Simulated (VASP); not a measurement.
Input of a VASP 6.6.1 run:

File INCAR:

```
PREC = Accurate ; ENCUT = 520
EDIFF = 1E-7 ; ISMEAR = 0
SIGMA = 0.15 ; LREAL = F
LASPH = T ; NELM = 100
ALGO = Fast ; ISIF = 2
LWAVE = F ; LCHARG = T
GGA = PS ; LELF = T
LVHAR = T ; NBANDS = 13
```

KPOINTS

```
regular mesh
0
Gamma
  20 20 20
```

Contents of POSCAR:

```
W
1.0
    0.0000000000      2.0756750000      2.0756750000
    2.0300000000      0.0456750000      2.0300000000
    2.0300000000      2.0300000000      0.0456750000
W
1
Direct
    0.0000000000      0.0000000000      0.0000000000
```

Potentials or basis: VASP PAW PBE potentials, release 64 (W_sv).

Launch:

```bash
$ cat potpaw_PBE.64/W_sv/POTCAR > POTCAR
$ mpirun -np 1 vasp_std > vasp.out
```

Task: Predict the pressure.

Result: -11.7 GPa.

Task: Estimate the band gap on the k mesh.

Result: Zero (band 7 reaches 13.04 eV, above the bottom of band 8 at 9.41 eV).

Stress tensor (GPa, compression positive):
```
-10.93   0.00   0.00
  0.00 -12.11   4.28
  0.00   4.28 -12.11
```

Caveat: the cell differs from its parent crystal (strain +0.0450 x Voigt [0, 0, 0, 1, 0, 0]); the PAW data sets were made with another functional, which shifts forces and pressure a little; spin-orbit coupling is left out, which moves the levels of the heavy elements.
